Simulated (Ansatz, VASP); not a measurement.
# ScGaSI2 in VASP and in Ansatz

The input INCAR:

```
  PREC = Accurate
  ENCUT = 500
  EDIFF = 1E-7
  ISMEAR = 0
  SIGMA = 0.1
  LREAL = False
  LASPH = True
  NELM = 120
  ALGO = Normal
  ISIF = 3
  LWAVE = False
  LCHARG = False
  GGA = PE
  IBRION = 2
  NSW = 90
  EDIFFG = -0.04
  GGA_COMPAT = False
  NELMIN = 4
```

Contents of KPOINTS:

```
Automatic mesh
0
Gamma
  4 4 4
```

File POSCAR:

```
ScGaSI2
1.0
    4.4594145700      0.0000000000      0.0000000000
    0.0000000000      4.4594145700      0.0000000000
    0.0000000000      0.0000000000      4.4594145700
Sc Ga S I
1 1 1 2
Direct
    0.5000000000      0.5000000000      0.5000000000
    0.0000000000      0.0000000000      0.0000000000
    0.0000000000      0.0000000000      0.5000000000
    0.5000000000      0.0000000000      0.0000000000
    0.0000000000      0.5000000000      0.0000000000
```

Input for Ansatz:

```yaml
crystal:
  lattice:
    - [4.45941457, 0.0, 0.0]
    - [0.0, 4.45941457, 0.0]
    - [0.0, 0.0, 4.45941457]
  atoms:
    - { symbol: Sc, position: [0.5, 0.5, 0.5] }
    - { symbol: Ga, position: [0.0, 0.0, 0.0] }
    - { symbol: S, position: [0.0, 0.0, 0.5] }
    - { symbol: I, position: [0.5, 0.0, 0.0] }
    - { symbol: I, position: [0.0, 0.5, 0.0] }
basis:
  ecutwfc: 420
kpoints:
  mp_grid: { grid: [4, 4, 4] }
hamiltonian:
  xc: pbe
scf:
  occupations: { method: gaussian, width: 0.1 }
  lower_state_search: "off"
output:
  forces: true
  stress: true
  eigenvalues: true
relax:
  adjacent_minimum: "off"
  f_tol: 0.04
  max_steps: 70
  cell: { stress_tol: 0.4 }
```

Alike in both runs: task relaxation of cell and atoms; functional PBE; k mesh 4 × 4 × 4; occupations gaussian, width 0.1 eV; no spin polarisation.

|  | VASP | Ansatz |
| --- | --- | --- |
| version | VASP 6.6.1 | Ansatz 0.2.0 |
| potentials or method | VASP PAW PBE potentials, release 64 (Sc_sv, Ga_d, S, I), cutoff 500 eV | scalar-relativistic, plane waves, PAW |
| valence electrons in the cell | 44 | 64 |

```csv
,VASP,Ansatz,Ansatz less VASP
"gap on the k mesh at the Fermi level, each at its own relaxed structure (eV)",none,none,-
relaxed volume (Å³/atom),29.37,29.32,-0.048
relaxed length of the cell vector where the two differ most in proportion (Å),4.625,4.643,+0.0184
```

A gap of «none» marks a metal or a gap that the smearing closes. VASP's potentials hold 44 valence electrons a cell and Ansatz's 64, so a difference there can come from the potentials and not from the codes.

Neither program's run includes spin-orbit coupling. Noted on VASP's run: the volume moved by over 15 % at a fixed basis, so the end points are rough.
